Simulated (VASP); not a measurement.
SiC2, 6 atoms in the cell. It takes space group P6_3/mmc (No. 194, hexagonal). The conventional cell has a = 2.546 Å, b = 2.546 Å, c = 9.000 Å, α = 90.00°, β = 90.00°, γ = 120.00°. Within 2.7 Å of Si (site symmetry -6m2) lie 2 C at 2.04 Å and 6 Si at 2.55 Å. Within 2.0 Å of C (site symmetry 3m) lie 3 C at 1.53 Å. 

| Quantity | Value |
| --- | --- |
| Program | VASP 6.6.1 |
| Task | single point |
| Functional | PBE |
| Potentials or basis | VASP PAW PBE potentials, release 64 (Si, C) |
| Cutoff | 520 eV |
| k mesh | 18 × 18 × 4 |
| Occupations | gaussian, width 0.1 eV |
| Spin | no spin polarisation |
| Dipole correction | no |
| Further INCAR settings | ALGO = Normal; EDIFF = 1e-07; NBANDS = 21 |

Potentials or basis: VASP PAW PBE potentials, release 64 (Si, C).

Run with:

```console
$ cat potpaw_PBE.64/Si/POTCAR potpaw_PBE.64/C/POTCAR > POTCAR
$ mpirun -np 1 vasp_std > vasp.out
```

Hardware: 1 thread of Intel(R) Xeon(R) Platinum 8259CL CPU @ 2.50GHz (Skylake/Cascade Lake), with other jobs on the host.

Question: Estimate the wall time of this run.

Answer: Run time: 89 s on 1 thread of Intel(R) Xeon(R) Platinum 8259CL CPU @ 2.50GHz (Skylake/Cascade Lake), on a shared host, peak memory 0.22 GiB. Counts: scf iterations 14, k points 111.
